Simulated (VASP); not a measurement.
# GaC18 in VASP: single point with PBEsol

Aim: the single point of GaC18 with PBEsol.

All numbers are computed with VASP 6.6.1; they aren't measurements. Logs are shortened: lines on timing, memory, paths and dates and some standing lists are left out, and cuts for length are marked.

## Step 1: The cell of the first run

The cell holds a slab with vacuum, 19 atoms: a = 7.398 Å, b = 7.398 Å, c = 12.000 Å, α = 90.00°, β = 90.00°, γ = 120.00°.

## Step 2: Single point, PBEsol, collinear spin, zero start

Contents of INCAR:

```
SYSTEM = GaC18
PREC = Accurate
ENCUT = 520
EDIFF = 1E-6
ISMEAR = 0
SIGMA = 0.05
LREAL = Auto
LASPH = .TRUE.
NELM = 150
ALGO = Normal
ISIF = 2
LWAVE = .FALSE.
LCHARG = .FALSE.
ISPIN = 2
MAGMOM = 0 0 0 0 0 0 0 0 0 0 0 0 0 0 0 0 0 0 0
LORBIT = 11
GGA = PS
NBANDS = 62
```

Contents of KPOINTS:

```
Automatic mesh
0
G
  2 2 1
  0 0 0
```

Contents of POSCAR:

```
GaC18
1.0
    7.3980000000      0.0000000000      0.0000000000
   -3.6990000000      6.4068560000      0.0000000000
    0.0000000000      0.0000000000     12.0000000000
C Ga
18 1
Direct
   -0.0002519740     -0.0001081654      0.0805083333
    0.2219462699      0.1109909447      0.0805111667
   -0.0009278283      0.3318729186      0.0805759167
    0.2226402469      0.4436651924      0.0806075000
   -0.0009287002      0.6672339756      0.0805716667
    0.2226410329      0.7790106411      0.0806032500
    0.3335872047      0.0009224493      0.0806580000
    0.5552973678      0.1109907886      0.0805092500
    0.3335867490      0.3327009379      0.0806602500
    0.5552974682      0.4443424357      0.0805095000
    0.3344166966      0.6672253910      0.0806212500
    0.5563242367      0.7781799685      0.0806675000
    0.6663962884     -0.0001084775      0.0805108333
    0.8881032212      0.1099550232      0.0806436667
    0.6653575535      0.3326967236      0.0806345000
    0.8872793147      0.4436567639      0.0805580000
    0.6663961518      0.6665403437      0.0805106667
    0.8881029831      0.7781843388      0.0806415000
    0.1100133849      0.5550808384      0.2569967500
```

Potentials or basis: VASP PAW PBE potentials, release 64 (C, Ga_d).

On the command line:

```
> cat potpaw_PBE.64/C/POTCAR potpaw_PBE.64/Ga_d/POTCAR > POTCAR
> mpirun -np 1 vasp_std > vasp.out
```

OUTCAR:

```text
SYSTEM = GaC18
   PREC = Accurate
   ENCUT = 520
   EDIFF = 1E-6
   ISMEAR = 0
   LREAL = Auto
   LASPH = .TRUE.
   NELM = 150
   ISIF = 2
   ISPIN = 2
   LORBIT = 11
   GGA = PS

 ion  position               nearest neighbor table
   1  1.000  1.000  0.081-  18 1.42  14 1.42   2 1.42
   2  0.222  0.111  0.081-   7 1.42   9 1.42   1 1.42
   3  0.999  0.332  0.081-  14 1.42   4 1.43  16 1.43
   4  0.223  0.444  0.081-   9 1.42  11 1.43   3 1.43
   5  0.999  0.667  0.081-  18 1.42   6 1.43  16 1.43
   6  0.223  0.779  0.081-   7 1.42  11 1.43   5 1.43
[... 10 lines left out ...]
  17  0.666  0.667  0.081-  18 1.42  12 1.42  10 1.42
  18  0.888  0.778  0.081-  17 1.42   1 1.42   5 1.42
  19  0.110  0.555  0.257-

  LATTYP: Found a hexagonal cell.
 ALAT       =     7.3980000000
 C/A-ratio  =     1.6220600162

  Lattice vectors:

 A1 = (   7.3980000000,   0.0000000000,   0.0000000000)
 A2 = (  -3.6990000000,   6.4068560000,   0.0000000000)
 A3 = (   0.0000000000,   0.0000000000,  12.0000000000)

Analysis of symmetry for initial positions (statically):
=====================================================================
 Subroutine PRICEL returns:
 Original cell was already a primitive cell.

 Routine SETGRP: Setting up the symmetry group for a
 hexagonal supercell.

 Subroutine GETGRP returns: Found  1 space group operations
 (whereof  1 operations were pure point group operations)
 out of a pool of 24 trial point group operations.

The static configuration has the point symmetry C_1 .

Analysis of symmetry for dynamics (positions and initial velocities):
=====================================================================
 Subroutine PRICEL returns:
 Original cell was already a primitive cell.

 Routine SETGRP: Setting up the symmetry group for a
 hexagonal supercell.

 Subroutine GETGRP returns: Found  1 space group operations
 (whereof  1 operations were pure point group operations)
 out of a pool of 24 trial point group operations.

The dynamic configuration has the point symmetry C_1 .

Analysis of structural, dynamic, and magnetic symmetry:
=====================================================================
 Subroutine PRICEL returns:
 Original cell was already a primitive cell.

 Routine SETGRP: Setting up the symmetry group for a
 hexagonal supercell.

 Subroutine GETGRP returns: Found  1 space group operations
 (whereof  1 operations were pure point group operations)
 out of a pool of 24 trial point group operations.

The overall configuration has the point symmetry C_1 .

 Subroutine INISYM returns: Found  1 space group operations
 (whereof  1 operations are pure point group operations),
 and found     1 'primitive' translations

----------------------------------------------------------------------------------------

                                     Primitive cell

  volume of cell :     568.7750

  direct lattice vectors                    reciprocal lattice vectors
     7.398000000  0.000000000  0.000000000     0.135171668  0.078041398  0.000000000
    -3.699000000  6.406856000  0.000000000     0.000000000  0.156082796  0.000000000
     0.000000000  0.000000000 12.000000000     0.000000000  0.000000000  0.083333333

  length of vectors
     7.398000000  7.398000054 12.000000000     0.156082797  0.156082796  0.083333333

  position of ions in fractional coordinates (direct lattice)
     0.999748026  0.999891835  0.080508333
     0.221946270  0.110990945  0.080511167
     0.999072172  0.331872919  0.080575917
     0.222640247  0.443665192  0.080607500
     0.999071300  0.667233976  0.080571667
     0.222641033  0.779010641  0.080603250
[... 11 lines left out ...]
     0.888102983  0.778184339  0.080641500
     0.110013385  0.555080838  0.256996750

  ion indices of the primitive-cell ions
   primitive index   ion index
                 1           1
                 2           2
                 3           3
                 4           4
                 5           5
                 6           6
[... 11 lines left out ...]
                18          18
                19          19

----------------------------------------------------------------------------------------

 KPOINTS: Automatic mesh

Automatic generation of k-mesh.
 Grid dimensions read from file:
 generate k-points for:    2    2    1

 Generating k-lattice:

  Cartesian coordinates                     Fractional coordinates (reciprocal lattice)
     0.067585834  0.039020699  0.000000000     0.500000000  0.000000000  0.000000000
     0.000000000  0.078041398  0.000000000     0.000000000  0.500000000  0.000000000
     0.000000000  0.000000000  0.083333333     0.000000000  0.000000000  1.000000000

  Length of vectors
     0.078041399  0.078041398  0.083333333

  Shift w.r.t. Gamma in fractional coordinates (k-lattice)
     0.000000000  0.000000000  0.000000000

 Subroutine IBZKPT returns following result:
 ===========================================

 Found      4 irreducible k-points:

 Following reciprocal coordinates:
            Coordinates               Weight
  0.000000  0.000000  0.000000      1.000000
  0.500000  0.000000  0.000000      1.000000
  0.000000  0.500000  0.000000      1.000000
  0.500000  0.500000  0.000000      1.000000
   k-points           NKPTS =      4   k-points in BZ     NKDIM =      4   number of bands    NBANDS=     62
   number of dos      NEDOS =    301   number of ions     NIONS =     19
   total plane-waves  NPLWV = 282240
   dimension x,y,z NGX =    56 NGY =   56 NGZ =   90
   dimension x,y,z NGXF=   112 NGYF=  112 NGZF=  180
   ions per type =              18   1
   NGX,Y,Z   is equivalent  to a cutoff of  12.58, 12.58, 12.47 a.u.
   NGXF,Y,Z  is equivalent  to a cutoff of  25.17, 25.17, 24.94 a.u.
 SYSTEM =  GaC18
   PREC   = accura    normal or accurate (medium, high low for compatibility)
   ISTART =      0    job   : 0-new  1-cont  2-samecut
   ICHARG =      2    charge: 1-file 2-atom 10-const
   ISPIN  =      2    spin polarized calculation?
   LNONCOLLINEAR =      F non collinear calculations
   LSORBIT =      F    spin-orbit coupling
   LASPH  =      T    aspherical Exc in radial PAW
   ENCUT  =  520.0 eV  38.22 Ry    6.18 a.u.  13.76 13.76 22.31*2*pi/ulx,y,z
   NELM   =    150;   NELMIN=  2; NELMDL= -5     # of ELM steps
   EDIFF  = 0.1E-05   stopping-criterion for ELM
   LREAL  =      T    real-space projection
   EDIFFG = 0.1E-04   stopping-criterion for IOM
   NSW    =      0    number of steps for IOM
   IBRION =     -1    ionic relax: 0-MD 1-quasi-New 2-CG
   NFREE  =      0    steps in history (QN), initial steepest desc. (CG)
   ISIF   =      2    stress and relaxation
   ISYM   =      2    0-nonsym 1-usesym 2-fastsym
   POTIM  = 0.5000    time-step for ionic-motion
   TEBEG  =    0.0;   TEEND  =   0.0 temperature during run
   PSTRESS=    0.0 pullay stress
   NELECT =      85.0000    total number of electrons
   NUPDOWN=      -1.0000    fix difference up-down
   EMIN   =  10.00;   EMAX   =-10.00  energy-range for DOS
   EFERMI =   0.00;   METHOD = LEGACY
   ISMEAR =     0;   SIGMA  =   0.05  broadening in eV -4-tet -1-fermi 0-gaus
   EFERMI_NEDOS =   21; number of points for ismear=-14 and -15
   IALGO  =     38    algorithm
   IMIX   =      4    mixing-type and parameters
     AMIX     =   0.40;   BMIX     =  1.00
     AMIX_MAG =   1.60;   BMIX_MAG =  1.00
  volume/ion in A,a.u.               =      29.94       202.01
  Fermi-wavevector in a.u.,A,eV,Ry     =   0.868762  1.641723 10.268969  0.754748
  Thomas-Fermi vector in A             =   1.987487
   LORBIT       =     11    0 simple, 1 ext, 2 COOP (PROOUT), +10 PAW based schemes
   GGA     = PS    functional components
   LHFCALC =     F    Hartree Fock is set to
   AEXX    =    0.0000 exact exchange contribution
   IVDW    =     0    specifies the selected vdW correction
   LEPSILON=     F    determine dielectric tensor
   LRPA    =     F    only Hartree local field effects (RPA)
 spin polarized calculation
 Gauss-broadening in eV      SIGMA  =   0.05
  energy-cutoff  :      520.00
  volume of cell :      568.78
 maximum number of plane-waves:     15363
 NGX is ok and might be reduce to    56
   NGX = 27   NGY = 27   NGZ = 45

 number of electron      85.0000000 magnetization       0.0000000

 number of electron      85.0000000 magnetization      -0.0000000

 Free energy of the ion-electron system (eV)
  ---------------------------------------------------
  ext. energy  EPLUGINS =         0.00000000
  ---------------------------------------------------
  free energy    TOTEN  =      -175.22053371 eV

  energy without entropy =     -175.22053371  energy(sigma->0) =     -175.22053371

 E-fermi :  -0.9350     XC(G=0):  -4.0987

 val. band max:       -1.2514440876   @ k =   0.0000   0.0000   0.0000
 cond. band min:       0.2191481006   @ k =   0.5000   0.0000   0.0000
 fundamental gap:      1.4705921881
 Fermi energy:        -0.9349836080

 spin component 1

 k-point     1 :       0.0000    0.0000    0.0000
  band No.  band energies     occupation
      1     -20.7163      1.00000
      2     -18.3555      1.00000
      3     -18.1873      1.00000
      4     -18.1873      1.00000
      5     -17.9664      1.00000
      6     -17.9664      1.00000
[... 46 lines left out ...]
     53       3.5411      0.00000
     54       3.7839      0.00000
[... 169 lines left out ...]
     53       3.9594      0.00000
     54       3.9715      0.00000
 Fermi energy:        -0.9349836080

 spin component 2

 k-point     1 :       0.0000    0.0000    0.0000
  band No.  band energies     occupation
      1     -20.7163      1.00000
      2     -18.3555      1.00000
      3     -18.1873      1.00000
      4     -18.1873      1.00000
      5     -17.9664      1.00000
      6     -17.9664      1.00000
[... 46 lines left out ...]
     53       3.5411      0.00000
     54       3.7839      0.00000
[... 169 lines left out ...]
     53       3.9593      0.00000
     54       3.9716      0.00000
 [bands above 54 left out]

------------------------ aborting loop because EDIFF is reached ----------------------------------------

  FORCE on cell =-STRESS in cart. coord.  units (eV):
  Direction    XX          YY          ZZ          XY          YZ          ZX
  --------------------------------------------------------------------------------------
  -------------------------------------------------------------------------------------
  Total        1.6325161      1.6500991     -0.0900493     -0.0138119      0.0010122      0.0017913
  in kB        4.5986199      4.6481493     -0.2536591     -0.0389067      0.0028514      0.0050460
  external PRESSURE =       2.9977034 kB  Pullay stress =       0.0000000 kB

 VOLUME and BASIS-vectors are now :
 -----------------------------------------------------------------------------
  energy-cutoff  :      520.00
  volume of cell :      568.78
      direct lattice vectors                 reciprocal lattice vectors
     7.398000000  0.000000000  0.000000000     0.135171668  0.078041398  0.000000000
    -3.699000000  6.406856000  0.000000000     0.000000000  0.156082796  0.000000000
     0.000000000  0.000000000 12.000000000     0.000000000  0.000000000  0.083333333

 POSITION                                       TOTAL-FORCE (eV/Angst)
 -----------------------------------------------------------------------------------
      3.69754      6.40616      0.96610        -0.001028     -0.000045      0.008851
      1.23140      0.71110      0.96613        -0.005425     -0.004624      0.000775
      6.16354      2.12626      0.96691         0.005508      0.000306     -0.006780
      0.00597      2.84250      0.96729         0.003179      0.002361     -0.002244
      4.92303      4.27487      0.96686         0.002587      0.005169     -0.006244
     -1.23446      4.99101      0.96724         0.003328      0.002004     -0.001747
[... 11 lines left out ...]
      3.69168      4.98572      0.96770         0.001814      0.004947     -0.001162
     -1.23936      3.55632      3.08396         0.002619      0.001360      0.025976
 -----------------------------------------------------------------------------------
    total drift:                                0.021314      0.009733      0.058631

  FREE ENERGIE OF THE ION-ELECTRON SYSTEM (eV)
  ---------------------------------------------------
  free  energy   TOTEN  =      -175.2205337063 eV

  energy  without entropy=     -175.2205337063  energy(sigma->0) =     -175.22053371

 total charge

# of ion       s       p       d       tot
------------------------------------------
    1        0.857   1.790   0.000   2.647
    2        0.857   1.790   0.000   2.647
    3        0.856   1.782   0.000   2.638
    4        0.856   1.782   0.000   2.638
    5        0.856   1.782   0.000   2.638
    6        0.856   1.782   0.000   2.638
[... 11 lines left out ...]
   18        0.856   1.797   0.000   2.653
   19        1.221   0.264   9.951  11.437
--------------------------------------------------
tot         16.635  32.476   9.951  59.063

 magnetization (x)

# of ion       s       p       d       tot
------------------------------------------
    1        0.000  -0.000   0.000   0.000
    2        0.000   0.000   0.000   0.000
    3        0.000  -0.000   0.000  -0.000
    4        0.000  -0.000   0.000  -0.000
    5       -0.000  -0.000   0.000  -0.000
    6       -0.000  -0.000   0.000  -0.000
[... 11 lines left out ...]
   18        0.000   0.000   0.000   0.000
   19       -0.000  -0.000  -0.000  -0.000
--------------------------------------------------
tot          0.000  -0.000  -0.000   0.000
```

Run time: 5.3 min. Hardware: 1 thread of AMD EPYC 9R45 (Zen 5), shared host; peak memory 0.85 GiB.

What came out:

```yaml
Free_energy: -175.2205 eV
Largest_force: 0.026 eV/Å
Net_moment: 0.00 μB per cell
Valence_electrons_inside_the_program's_atomic_spheres: C 2.65, 2.64 (each value once); Ga 11.44
```

Forces in eV/Å, atoms in the order of the input:
```
C   -0.001  0.000  0.009
C   -0.005 -0.005  0.001
C    0.006  0.000 -0.007
C    0.003  0.002 -0.002
C    0.003  0.005 -0.006
C    0.003  0.002 -0.002
C   -0.002 -0.004 -0.002
C    0.000 -0.004  0.003
C   -0.005  0.001 -0.002
C   -0.002  0.001  0.004
C    0.005  0.003 -0.007
C   -0.008 -0.005  0.003
C   -0.001 -0.004 -0.003
C    0.005  0.000 -0.001
C    0.004  0.003 -0.005
C   -0.005 -0.003 -0.005
C   -0.003  0.001 -0.003
C    0.002  0.005 -0.001
Ga   0.003  0.001  0.026
```

Caveat: the k points lie up to 0.49 Å⁻¹ apart; the PAW data sets were made with another functional, which shifts forces and pressure a little.
